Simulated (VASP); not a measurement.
Set up this calculation in VASP 6.6.1, as the native input.

| Property | Result |
| --- | --- |
| Task | single point |
| Functional | r2SCAN |
| Potentials or basis | VASP PAW PBE potentials, release 64 (Si) |
| Cutoff | 520 eV |
| k mesh | 12 × 12 × 8 |
| Occupations | gaussian, width 0.15 eV |
| Spin | no spin polarisation |
| Dipole correction | no |
| Further INCAR settings | ALGO = Normal; EDIFF = 1e-06; NBANDS = 11 |

Si:

```
Si
1.0
     2.63919    0.00000    0.00000
    -1.31960    2.28561    0.00000
     0.00000    0.00000    4.55316
Si
2
Direct
  0.33333 0.66667 0.25000
  0.66667 0.33333 0.75000
```

This isn't the form of Si at room conditions, which is diamond.

These files were run (other wordings do the same):

POSCAR

```
Si
1.0
    2.6391948679      0.0000000000      0.0000000000
   -1.3195974340      2.2856098012      0.0000000000
    0.0000000000      0.0000000000      4.5531575470
Si
2
Direct
    0.3333333333      0.6666666667      0.2500000000
    0.6666666667      0.3333333333      0.7500000000
```

INCAR.step1

```
SYSTEM = Si
  ALGO = Normal
  EDIFF = 1E-4
  ENCUT = 520
  GGA = PE
  ISMEAR = 0
  LASPH = .TRUE.
  LCHARG = .FALSE.
  LREAL = .FALSE.
  LWAVE = .TRUE.
  NBANDS = 11
  NELM = 60
  PREC = Accurate
  SIGMA = 0.15
```

INCAR.step2

```
SYSTEM = Si
  ALGO = Normal
  EDIFF = 1E-6
  ENCUT = 520
  ISIF = 2
  ISMEAR = 0
  ISTART = 1
  LASPH = .TRUE.
  LCHARG = .FALSE.
  LMIXTAU = .TRUE.
  LREAL = .FALSE.
  LWAVE = .FALSE.
  METAGGA = R2SCAN
  NBANDS = 11
  NELM = 60
  PREC = Accurate
  SIGMA = 0.15
```

KPOINTS

```
k-points
0
G
  12 12 8
  0 0 0
```

Potentials or basis: VASP PAW PBE potentials, release 64 (Si).

Command:

```console
$ cat potpaw_PBE.64/Si/POTCAR > POTCAR
$ cp INCAR.step1 INCAR
$ mpirun -np 1 vasp_std > vasp.out
$ cp INCAR.step2 INCAR
$ mpirun -np 1 vasp_std > vasp.out
```

It gave:

* Pressure: -0.4 GPa
* Band gap on the k mesh: zero (bands 4 and 5 overlap by 14.28 eV)

Caveat: the PAW data sets were made with another functional, which shifts forces and pressure a little.

It took 48 s on 1 thread of Intel(R) Xeon(R) Platinum 8559C (Emerald Rapids), with other jobs on the host, peak memory 0.15 GiB.
